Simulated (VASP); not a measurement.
Here is a VASP 6.6.1 calculation.

The input INCAR:

```
PREC = Accurate ; ENCUT = 520
EDIFF = 1E-6 ; ISMEAR = 0
SIGMA = 0.02 ; LREAL = False
LASPH = True ; NELM = 80
ALGO = Normal ; ISIF = 2
LWAVE = False ; LCHARG = True
LELF = True ; LVHAR = True
NBANDS = 26
```

File KPOINTS:

```
Automatic mesh
0
Gamma
  9 9 6
```

POSCAR

```
ZnS
1.0
    3.7382076386      0.0000000000      0.0000000000
   -1.8691038193      3.2373827796      0.0000000000
    0.0000000000      0.0000000000      6.1430143923
Zn S
2 2
Direct
    0.3333333333      0.6666666667      0.0055888719
    0.6666666667      0.3333333333      0.5055888719
    0.3333333333      0.6666666667      0.3794111281
    0.6666666667      0.3333333333      0.8794111281
```

Potentials or basis: VASP PAW LDA potentials, release 64 (Zn, S).

Command:

```bash
$ cat potpaw_LDA.64/Zn/POTCAR potpaw_LDA.64/S/POTCAR > POTCAR
$ mpirun -np 1 vasp_std > vasp.out
```

(1) What does it give for the pressure?

(2) Estimate the band gap on the k mesh.

Answers

(1) 0.2 GPa.

(2) 2.23 eV, direct.
